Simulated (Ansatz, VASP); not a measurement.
**One calculation of TePb, two programs**

The input POSCAR:

```
TePb
1.0
    0.0000000000      3.2678368430      3.2678368430
    3.2678368430      0.0000000000      3.2678368430
    3.2678368430      3.2678368430      0.0000000000
Pb Te
1 1
Direct
    0.0000000000      0.0000000000      0.0000000000
    0.5000000000      0.5000000000      0.5000000000
```

INCAR.step1

```
PREC = Accurate
ENCUT = 520
ISMEAR = 0
SIGMA = 0.01
LREAL = False
LASPH = True
NELM = 80
NBANDS = 17
GGA = PE
ALGO = Normal
EDIFF = 1E-4
LWAVE = True
LCHARG = False
```

INCAR.step2

```
PREC = Accurate
ENCUT = 520
EDIFF = 1E-6
ISMEAR = 0
SIGMA = 0.01
LREAL = False
LASPH = True
NELM = 80
ALGO = Normal
ISIF = 2
LWAVE = False
LCHARG = False
METAGGA = R2SCAN
LMIXTAU = True
NBANDS = 17
ISTART = 1
```

The input KPOINTS:

```
Automatic mesh
0
Gamma
  8 8 8
```

Input for Ansatz:

```yaml
crystal:
  lattice:
    - [0.0, 3.267836843, 3.267836843]
    - [3.267836843, 0.0, 3.267836843]
    - [3.267836843, 3.267836843, 0.0]
  atoms:
    - { symbol: Pb, position: [0.0, 0.0, 0.0] }
    - { symbol: Te, position: [0.5, 0.5, 0.5] }
kpoints:
  mp_grid: { grid: [8, 8, 8] }
  band_path:
    path:
      - [0.0, 0.0, 0.0]
      - [0.5, 0.0, 0.5]
      - [0.625, 0.25, 0.625]
      - [0.375, 0.375, 0.75]
      - [0.5, 0.5, 0.5]
      - [0.5, 0.25, 0.75]
      - [0.0, 0.0, 0.5]
    npoints: 1
hamiltonian:
  xc: r2scan
scf:
  occupations: { method: fixed }
  n_extra_bands: 4
output:
  forces: true
  stress: true
  eigenvalues: true
```

Alike in both runs: task single point; functional r2SCAN; k mesh 8 × 8 × 8; no spin polarisation.

```csv
,VASP,Ansatz
version,VASP 6.6.1,Ansatz 0.2.0
potentials or method,"VASP PAW PBE potentials, release 64 (Pb_d, Te)","plane waves, PAW"
plane-wave cutoff (eV),520,500
occupations,"gaussian, width 0.01 eV",fixed
valence electrons in the cell,20,30
```

```csv
,VASP,Ansatz,Ansatz less VASP
gap on the k mesh at the Fermi level (eV),1.09,1.09,-0.003
pressure (GPa),0.0,0.0,+0.01
```

VASP's potentials were made for PBE, not for r2SCAN. VASP's potentials hold 20 valence electrons a cell and Ansatz's 30, so a difference there can come from the potentials and not from the codes.

Neither program's run includes spin-orbit coupling.
